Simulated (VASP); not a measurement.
# SiC (P-6m2) in VASP: further runs, part 2 of 2

VASP 6.6.1.

### 3 Single point, PBE, collinear spin, ferromagnetic start

This run uses another cell than the first one, of 9.09 Å³/atom, 0.996 times its volume.

INCAR reads:

```
SYSTEM = SiC
PREC = Accurate
ENCUT = 600
EDIFF = 1E-6
ISMEAR = 0
SIGMA = 0.1
LREAL = .FALSE.
LASPH = .TRUE.
NELM = 200
ALGO = Normal
ISIF = 2
LWAVE = .FALSE.
LCHARG = .TRUE.
ISPIN = 2
MAGMOM = 0 1
LORBIT = 11
GGA = PE
LELF = .TRUE.
LVHAR = .TRUE.
NBANDS = 15
GGA_COMPAT = .FALSE.
```

KPOINTS reads:

```
regular mesh
0
G
  6 6 6
  0 0 0
```

POSCAR reads:

```
SiC
1.0
    2.8647527706      0.0000000000      0.0000000000
   -1.4323763853      2.4809486749      0.0000000000
    0.0000000000      0.0000000000      2.5581540255
Si C
1 1
Direct
    0.6666666667      0.3333333333      0.5000000000
    0.3333333333      0.6666666667      0.0000000000
```

Potentials or basis: VASP PAW PBE potentials, release 64 (Si, C).

Launch:

```console
cat potpaw_PBE.64/Si/POTCAR potpaw_PBE.64/C/POTCAR > POTCAR
mpirun -np 1 vasp_std > vasp.out
```

OUTCAR:

```text
SYSTEM = SiC
   PREC = Accurate
   ENCUT = 600
   EDIFF = 1E-6
   ISMEAR = 0
   LREAL = .FALSE.
   LASPH = .TRUE.
   NELM = 200
   ISIF = 2
   ISPIN = 2
   LORBIT = 11
   GGA = PE

 ion  position               nearest neighbor table
   1  0.667  0.333  0.500-   2 2.09   2 2.09   2 2.09   2 2.09   2 2.09   2 2.09
   2  0.333  0.667  0.000-   1 2.09   1 2.09   1 2.09   1 2.09   1 2.09   1 2.09

  LATTYP: Found a hexagonal cell.
 ALAT       =     2.8647527706
 C/A-ratio  =     0.8929754957

  Lattice vectors:

 A1 = (   2.8647527706,   0.0000000000,   0.0000000000)
 A2 = (  -1.4323763853,   2.4809486749,   0.0000000000)
 A3 = (   0.0000000000,   0.0000000000,   2.5581540255)

Analysis of symmetry for initial positions (statically):
=====================================================================
 Subroutine PRICEL returns:
 Original cell was already a primitive cell.

 Routine SETGRP: Setting up the symmetry group for a
 hexagonal supercell.

 Subroutine GETGRP returns: Found 12 space group operations
 (whereof 12 operations were pure point group operations)
 out of a pool of 24 trial point group operations.

The static configuration has the point symmetry D_3h.

Analysis of symmetry for dynamics (positions and initial velocities):
=====================================================================
 Subroutine PRICEL returns:
 Original cell was already a primitive cell.

 Routine SETGRP: Setting up the symmetry group for a
 hexagonal supercell.

 Subroutine GETGRP returns: Found 12 space group operations
 (whereof 12 operations were pure point group operations)
 out of a pool of 24 trial point group operations.

The dynamic configuration has the point symmetry D_3h.

Analysis of structural, dynamic, and magnetic symmetry:
=====================================================================
 Subroutine PRICEL returns:
 Original cell was already a primitive cell.

 Routine SETGRP: Setting up the symmetry group for a
 hexagonal supercell.

 Subroutine GETGRP returns: Found 12 space group operations
 (whereof 12 operations were pure point group operations)
 out of a pool of 24 trial point group operations.

The overall configuration has the point symmetry D_3h.

 Subroutine INISYM returns: Found 12 space group operations
 (whereof 12 operations are pure point group operations),
 and found     1 'primitive' translations

----------------------------------------------------------------------------------------

                                     Primitive cell

  volume of cell :      18.1816

  direct lattice vectors                    reciprocal lattice vectors
     2.864752771  0.000000000  0.000000000     0.349070262  0.201535810  0.000000000
    -1.432376385  2.480948675  0.000000000     0.000000000  0.403071619  0.000000000
     0.000000000  0.000000000  2.558154025     0.000000000  0.000000000  0.390906877

  length of vectors
     2.864752771  2.864752771  2.558154025     0.403071619  0.403071619  0.390906877

  position of ions in fractional coordinates (direct lattice)
     0.666666667  0.333333333  0.500000000
     0.333333333  0.666666667  0.000000000

  ion indices of the primitive-cell ions
   primitive index   ion index
                 1           1
                 2           2

----------------------------------------------------------------------------------------

 KPOINTS: regular mesh

Automatic generation of k-mesh.
 Grid dimensions read from file:
 generate k-points for:    6    6    6

 Generating k-lattice:

[... 86 lines left out ...]
   GGA     = PE    functional components
   LHFCALC =     F    Hartree Fock is set to
   AEXX    =    0.0000 exact exchange contribution
   IVDW    =     0    specifies the selected vdW correction
   LEPSILON=     F    determine dielectric tensor
   LRPA    =     F    only Hartree local field effects (RPA)
 spin polarized calculation
 Gauss-broadening in eV      SIGMA  =   0.10
  energy-cutoff  :      600.00
  volume of cell :       18.18
 maximum number of plane-waves:       616
 NGX is ok and might be reduce to    24
   NGX = 11   NGY = 11   NGZ = 11

 number of electron       8.0000000 magnetization       0.0004716

 number of electron       8.0000000 magnetization      -0.0001501

 Free energy of the ion-electron system (eV)
  ---------------------------------------------------
  ext. energy  EPLUGINS =         0.00000000
  ---------------------------------------------------
  free energy    TOTEN  =       -12.43756018 eV

  energy without entropy =      -12.43126357  energy(sigma->0) =      -12.43441188

 E-fermi :  11.0662     XC(G=0): -12.2759

 val. band max:       10.8892727601   @ k =   0.1667   0.0000   0.3333
 cond. band min:      11.0804894376   @ k =   0.3333   0.1667   0.3333
 fundamental gap:      0.1912166775
 Fermi energy:        11.0661994720

 spin component 1

 k-point     1 :       0.0000    0.0000    0.0000
  band No.  band energies     occupation
      1      -6.5625      1.00000
      2      10.1627      1.00000
      3      10.1627      1.00000
      4      10.4359      1.00000
      5      15.0698      0.00000
      6      16.7116      0.00000
      7      17.5847      0.00000
      8      17.5847      0.00000
      9      24.6805      0.00000
     10      26.5858      0.00000
     11      29.8863      0.00000
     12      29.8863      0.00000
     13      32.3980      0.00000
     14      32.3980      0.00000
[... 403 lines left out ...]
      4       9.8972      1.00000
      5      10.7815      0.99997
      6      16.5526      0.00000
      7      18.0818      0.00000
      8      18.2874      0.00000
      9      26.0487      0.00000
     10      29.2060      0.00000
     11      29.4133      0.00000
     12      30.1872      0.00000
     13      36.2791      0.00000
     14      37.8494      0.00000
     15      42.2995      0.00000

 [... further k-points ...]

 spin component 2

 k-point     1 :       0.0000    0.0000    0.0000
  band No.  band energies     occupation
      1      -6.5626      1.00000
      2      10.1627      1.00000
      3      10.1627      1.00000
      4      10.4358      1.00000
      5      15.0697      0.00000
      6      16.7115      0.00000
      7      17.5845      0.00000
      8      17.5845      0.00000
      9      24.6803      0.00000
     10      26.5858      0.00000
     11      29.8862      0.00000
     12      29.8862      0.00000
     13      32.3977      0.00000
     14      32.3977      0.00000
[... 403 lines left out ...]
      4       9.8971      1.00000
      5      10.7815      0.99997
      6      16.5524      0.00000
      7      18.0816      0.00000
      8      18.2873      0.00000
      9      26.0485      0.00000
     10      29.2058      0.00000
     11      29.4133      0.00000
     12      30.1870      0.00000
     13      36.2789      0.00000
     14      37.8492      0.00000
     15      42.2993      0.00000

 [... further k-points ...]

------------------------ aborting loop because EDIFF is reached ----------------------------------------

  FORCE on cell =-STRESS in cart. coord.  units (eV):
  Direction    XX          YY          ZZ          XY          YZ          ZX
  --------------------------------------------------------------------------------------
  -------------------------------------------------------------------------------------
  Total       -0.0153490     -0.0153490     -0.0071452      0.0000000     -0.0000000      0.0000000
  in kB       -1.3525651     -1.3525651     -0.6296446      0.0000000     -0.0000000      0.0000000
  external PRESSURE =      -1.1115916 kB  Pullay stress =       0.0000000 kB

 VOLUME and BASIS-vectors are now :
 -----------------------------------------------------------------------------
  energy-cutoff  :      600.00
  volume of cell :       18.18
      direct lattice vectors                 reciprocal lattice vectors
     2.864752771  0.000000000  0.000000000     0.349070262  0.201535810  0.000000000
    -1.432376385  2.480948675  0.000000000     0.000000000  0.403071619  0.000000000
     0.000000000  0.000000000  2.558154025     0.000000000  0.000000000  0.390906877

 POSITION                                       TOTAL-FORCE (eV/Angst)
 -----------------------------------------------------------------------------------
      1.43238      0.82698      1.27908         0.000000      0.000000      0.000000
     -0.00000      1.65397      0.00000        -0.000000      0.000000      0.000000
 -----------------------------------------------------------------------------------
    total drift:                                0.000000     -0.000000     -0.000000

  FREE ENERGIE OF THE ION-ELECTRON SYSTEM (eV)
  ---------------------------------------------------
  free  energy   TOTEN  =       -12.4375601849 eV

  energy  without entropy=      -12.4312635709  energy(sigma->0) =      -12.43441188

 total charge

# of ion       s       p       d       tot
------------------------------------------
    1        0.704   0.795   0.000   1.498
    2        0.888   1.518   0.000   2.406
--------------------------------------------------
tot          1.591   2.312   0.000   3.904

 magnetization (x)

# of ion       s       p       d       tot
------------------------------------------
    1       -0.000  -0.000   0.000  -0.000
    2       -0.000  -0.000   0.000  -0.000
--------------------------------------------------
tot         -0.000  -0.000   0.000  -0.000
```

stdout:

```text
POSCAR found type information on POSCAR SiC
 POSCAR found :  2 types and       2 ions
 scaLAPACK will be used
 LDA part: xc-table for (Slater+PW92), standard interpolation
 POSCAR, INCAR and KPOINTS ok, starting setup
 FFT: planning ... GRIDC
 FFT: planning ... GRID_SOFT
 FFT: planning ... GRID
 WAVECAR not read
 entering main loop
```

Wall time 8.7 s (1 thread of Intel Xeon 6975P-C (Granite Rapids), shared host); peak memory 0.14 GiB.

Results:

```
Free energy                                           : -12.4376 eV
Pressure                                              : -0.1 GPa
Band gap on the k mesh                                : zero (filled and empty bands overlap)
Net moment                                            : 0.00 μB per cell
Valence electrons inside the program's atomic spheres : Si 1.50; C 2.41
```

Caveat: the k points lie up to 0.42 Å⁻¹ apart.

### 4 Single point, PBE, collinear spin, ferromagnetic start

This run uses another cell than the first one, of 14.01 Å³/atom, 1.534 times its volume.

INCAR reads:

```
SYSTEM = SiC
ALGO     = Normal         ! electronic algorithm
EDIFF    = 1E-6           ! SCF threshold, eV
ENCUT    = 600            ! plane-wave cutoff, eV
GGA      = PE             ! functional
GGA_COMPAT= .False.      
ISIF     = 2              ! what is computed and relaxed
ISMEAR   = 0              ! smearing method
ISPIN    = 2              ! spin polarisation
LASPH    = .True.         ! aspherical terms in the spheres
LCHARG   = .True.         ! write CHGCAR
LELF     = .True.         ! ELF
LORBIT   = 11             ! projections on sites
LREAL    = .False.        ! projectors in reciprocal space
LVHAR    = .True.       
LWAVE    = .False.        ! write WAVECAR
MAGMOM   = 0 1            ! initial moments
NBANDS   = 15             ! bands
NELM     = 200            ! most SCF steps
PREC     = Accurate       ! precision mode
SIGMA    = 0.1            ! smearing width, eV
```

KPOINTS reads:

```
k-points
0
Gamma
  6 6 4
  0 0 0
```

POSCAR reads:

```
SiC
1.0
    2.7318300300      0.0000000000      0.0000000000
   -1.3659150100      2.3658342000      0.0000000000
    0.0000000000      0.0000000000      4.3338860400
Si C
1 1
Direct
    0.6666666700      0.3333333300      0.5000000000
    0.3333333300      0.6666666700      0.0000000000
```

Potentials or basis: VASP PAW PBE potentials, release 64 (Si, C).

Launch:

```console
cat potpaw_PBE.64/Si/POTCAR potpaw_PBE.64/C/POTCAR > POTCAR
mpirun -np 1 vasp_std > vasp.out
```

OUTCAR:

```text
SYSTEM = SiC
   EDIFF = 1E-6
   ENCUT = 600
   GGA = PE
   ISIF = 2
   ISMEAR = 0
   ISPIN = 2
   LASPH = .True.
   LORBIT = 11
   LREAL = .False.
   NELM = 200
   PREC = Accurate

 ion  position               nearest neighbor table
   1  0.667  0.333  0.500-
   2  0.333  0.667  0.000-

  LATTYP: Found a hexagonal cell.
 ALAT       =     2.7318300300
 C/A-ratio  =     1.5864405883

  Lattice vectors:

[... 966 lines left out ...]
  in kB     -151.8282323   -151.8282317   -328.0629979     -0.0000003      0.0000000     -0.0000000
  external PRESSURE =    -210.5731540 kB  Pullay stress =       0.0000000 kB

 VOLUME and BASIS-vectors are now :
 -----------------------------------------------------------------------------
  energy-cutoff  :      600.00
  volume of cell :       28.01
      direct lattice vectors                 reciprocal lattice vectors
     2.731830030  0.000000000  0.000000000     0.366054985  0.211341944  0.000000000
    -1.365915010  2.365834200  0.000000000     0.000000000  0.422683889  0.000000000
     0.000000000  0.000000000  4.333886040     0.000000000  0.000000000  0.230739800

 POSITION                                       TOTAL-FORCE (eV/Angst)
 -----------------------------------------------------------------------------------
      1.36592      0.78861      2.16694         0.000000      0.000000      0.000000
     -0.00000      1.57722      0.00000        -0.000000      0.000000      0.000000
 -----------------------------------------------------------------------------------
    total drift:                                0.000004     -0.000002     -0.000000

  FREE ENERGIE OF THE ION-ELECTRON SYSTEM (eV)
  ---------------------------------------------------
  free  energy   TOTEN  =        -9.3798025882 eV

  energy  without entropy=       -9.3765552485  energy(sigma->0) =       -9.37817892

 total charge

# of ion       s       p       d       tot
------------------------------------------
    1        0.861   0.591   0.000   1.451
    2        1.028   0.986   0.000   2.014
--------------------------------------------------
tot          1.889   1.577   0.000   3.465

 magnetization (x)

# of ion       s       p       d       tot
------------------------------------------
    1       -0.000  -0.000   0.000  -0.000
    2        0.000   0.000   0.000   0.000
--------------------------------------------------
tot          0.000   0.000   0.000   0.000
```

OSZICAR:

```text
N       E                     dE             d eps       ncg     rms          rms(c)
DAV:   1     0.945493777085E+01    0.94549E+01   -0.34989E+03  1260   0.474E+02
DAV:   2    -0.876560729796E+01   -0.18221E+02   -0.17463E+02  1676   0.860E+01
DAV:   3    -0.929329622094E+01   -0.52769E+00   -0.52678E+00  1617   0.116E+01
DAV:   4    -0.929485989247E+01   -0.15637E-02   -0.15636E-02  1519   0.816E-01
DAV:   5    -0.929486546400E+01   -0.55715E-05   -0.55715E-05  1652   0.479E-02    0.317E+00
DAV:   6    -0.936912798347E+01   -0.74263E-01   -0.60569E-01  1526   0.200E+00    0.153E+00
DAV:   7    -0.937865434732E+01   -0.95264E-02   -0.82769E-02  1471   0.924E-01    0.776E-01
DAV:   8    -0.937880768163E+01   -0.15333E-03   -0.39275E-02  1596   0.676E-01    0.162E-01
DAV:   9    -0.937932424011E+01   -0.51656E-03   -0.25893E-03  1400   0.263E-01    0.114E-01
DAV:  10    -0.937979435981E+01   -0.47012E-03   -0.33642E-04  1568   0.783E-02    0.561E-02
DAV:  11    -0.937979559005E+01   -0.12302E-05   -0.46576E-05  1591   0.276E-02    0.317E-02
DAV:  12    -0.937980123891E+01   -0.56489E-05   -0.98580E-06  1561   0.134E-02    0.814E-03
DAV:  13    -0.937980254384E+01   -0.13049E-05   -0.37398E-06  1328   0.776E-03    0.230E-03
DAV:  14    -0.937980258815E+01   -0.44316E-07   -0.22496E-07   791   0.215E-03
   1 F= -.93798026E+01 E0= -.93781789E+01  d E =-.324734E-02  mag=    -0.0000
```

stdout:

```text
POSCAR found type information on POSCAR SiC
 POSCAR found :  2 types and       2 ions
 scaLAPACK will be used
 LDA part: xc-table for (Slater+PW92), standard interpolation
 POSCAR, INCAR and KPOINTS ok, starting setup
 FFT: planning ... GRIDC
 FFT: planning ... GRID_SOFT
 FFT: planning ... GRID
 WAVECAR not read
 entering main loop
```

It took 11 s on 1 thread of Intel Xeon 6975P-C (Granite Rapids), shared host; peak memory 0.16 GiB.

What came out:

* Free energy: -9.3798 eV
* Pressure: -21.1 GPa
* Band gap on the k mesh: zero (filled and empty bands overlap)
* Net moment: 0.00 μB per cell
* Valence electrons inside the program's atomic spheres: Si 1.45; C 2.01

Levels at points of the mesh, in eV from the Fermi level:
Spin up:
```
           k point  band 1  band 2  band 3  band 4  band 5  band 6  band 7  band 8
(0.00, 0.00, 0.00)  -13.23   -7.30   -5.06    3.46    3.46    7.25   10.66   10.66
(0.50, 0.00, 0.00)   -8.73   -6.11   -2.45   -1.10   -0.50    1.74    2.80    7.18
(0.00, 0.00, 0.50)  -11.59  -11.35    0.98    2.46    3.54    3.54   10.64   10.64
(0.50, 0.00, 0.50)   -8.02   -5.50   -4.64   -3.96    2.05    3.08    6.08    6.13
```
Spin down:
```csv
k point,band 1,band 2,band 3,band 4,band 5,band 6,band 7,band 8,band 9
"(0.00, 0.00, 0.00)",-13.23,-7.30,-5.06,3.46,3.46,7.25,10.66,10.66,11.71
"(0.50, 0.00, 0.00)",-8.73,-6.11,-2.45,-1.10,-0.50,1.74,2.80,7.18,8.02
"(0.00, 0.00, 0.50)",-11.59,-11.35,0.98,2.46,3.54,3.54,10.64,10.64,12.84
"(0.50, 0.00, 0.50)",-8.02,-5.50,-4.64,-3.96,2.05,3.08,6.08,6.13,8.80
```

Caveat: the k points lie up to 0.44 Å⁻¹ apart.

### 5 Summary

```csv
task,spin,cell,k mesh,gap on the mesh (eV),pressure (GPa),moment (μB)
relaxation of cell and atoms,off,"relaxed from a = 2.906, b = 2.906, c = 2.496 Å, angles 90.0, 90.0, 120.0°, 2 atoms",6 × 6 × 6,none,0.0,-
single point,"collinear, ferromagnetic start","a = 2.865, b = 2.865, c = 2.558 Å, angles 90.0, 90.0, 120.0°, 2 atoms",6 × 6 × 6,none,-0.1,0.00
single point,"collinear, ferromagnetic start","a = 2.732, b = 2.732, c = 4.334 Å, angles 90.0, 90.0, 120.0°, 2 atoms",6 × 6 × 4,none,-21.1,0.00
```

Alike in all rows: level PBE; potentials or basis VASP PAW PBE potentials, release 64 (Si, C); cutoff (eV) 600; smearing gaussian 0.1 eV.

Caveats: all runs use coarse meshes.

Absolute energies hang on the potentials; compare differences alone.
